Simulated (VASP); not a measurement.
Input of a VASP 6.6.1 run:

INCAR

```
PREC = Accurate
ENCUT = 600
EDIFF = 1E-6
ISMEAR = 0
SIGMA = 0.1
LREAL = False
LASPH = True
NELM = 80
ALGO = Normal
ISIF = 4
LWAVE = False
LCHARG = False
GGA = PS
IBRION = 2
NSW = 50
EDIFFG = -0.01
```

File KPOINTS:

```
regular mesh
0
Gamma
  18 18 18
```

POSCAR

```
TiH2
1.0
   -1.5487405689      1.5487405689      1.9802880873
    1.5487405689     -1.5487405689      1.9802880873
    1.5487405689      1.5487405689     -1.9802880873
Ti H
1 2
Direct
    0.0000000000      0.0000000000      0.0000000000
    0.7500000000      0.2500000000      0.5000000000
    0.2500000000      0.7500000000      0.5000000000
```

Potentials or basis: VASP PAW PBE potentials, release 64 (Ti_sv, H).

Launch:

```sh
$ cat potpaw_PBE.64/Ti_sv/POTCAR potpaw_PBE.64/H/POTCAR > POTCAR
$ mpirun -np 1 vasp_std > vasp.out
```

Question: Predict the band gap on the k mesh.

Answer: Zero (bands 7 and 8 overlap by 0.77 eV).

The path:
```
step  energy change (eV)  largest force (eV/Å)  pressure (GPa)  volume (Å³)
   1              0.0000                0.0000           17.06        19.00
   2             -0.0001                0.0000           17.03        19.00
   3             -0.0003                0.0000           16.93        19.00
```

Caveat: the PAW data sets were made with another functional, which shifts forces and pressure a little.
